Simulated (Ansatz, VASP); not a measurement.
# KI: VASP beside Ansatz

INCAR

```
SYSTEM = KI
PREC = Accurate
ENCUT = 500
EDIFF = 1E-6
ISMEAR = 0
SIGMA = 0.1
LREAL = .FALSE.
LASPH = .TRUE.
NELM = 120
ALGO = Normal
ISIF = 2
LWAVE = .FALSE.
LCHARG = .FALSE.
GGA = PS
NBANDS = 15
GGA_COMPAT = .FALSE.
```

File KPOINTS:

```
Automatic mesh
0
G
  4 4 4
  0 0 0
```

File POSCAR:

```
KI
1.0
    4.2911966600      0.0000000000      0.0000000000
    0.0000000000      4.2911966600      0.0000000000
    0.0000000000      0.0000000000      4.2911966600
K I
1 1
Direct
    0.0000000000      0.0000000000      0.0000000000
    0.5000000000      0.5000000000      0.5000000000
```

Input for Ansatz:

```yaml
crystal:
  lattice:
    - [4.29119666, 0.0, 0.0]
    - [0.0, 4.29119666, 0.0]
    - [0.0, 0.0, 4.29119666]
  atoms:
    - { symbol: K, position: [0.0, 0.0, 0.0] }
    - { symbol: I, position: [0.5, 0.5, 0.5] }
basis:
  ecutwfc: 420
kpoints:
  mp_grid: { grid: [4, 4, 4] }
hamiltonian:
  xc: pbesol
scf:
  occupations: { method: gaussian, width: 0.1 }
output:
  forces: true
  stress: true
  eigenvalues: true
```

Alike in both runs: task single point; functional PBEsol; k mesh 4 × 4 × 4; occupations gaussian, width 0.1 eV; no spin polarisation.

|  | VASP | Ansatz |
| --- | --- | --- |
| version | VASP 6.6.1 | Ansatz 0.2.0 |
| potentials or method | VASP PAW PBE potentials, release 64 (K_sv, I), cutoff 500 eV | scalar-relativistic, plane waves, PAW |
| valence electrons in the cell | 16 | 26 |

|  | VASP | Ansatz | Ansatz less VASP |
| --- | --- | --- | --- |
| gap on the k mesh at the Fermi level (eV) | 3.18 | 3.18 | +0.004 |
| least direct gap on the mesh (eV) | 3.55 | 3.55 | +0.003 |
| pressure (GPa) | -0.5 | -0.5 | -0.04 |

VASP's potentials were made for PBE, not for PBEsol. VASP's potentials hold 16 valence electrons a cell and Ansatz's 26, so a difference there can come from the potentials and not from the codes.

Neither program's run includes spin-orbit coupling.
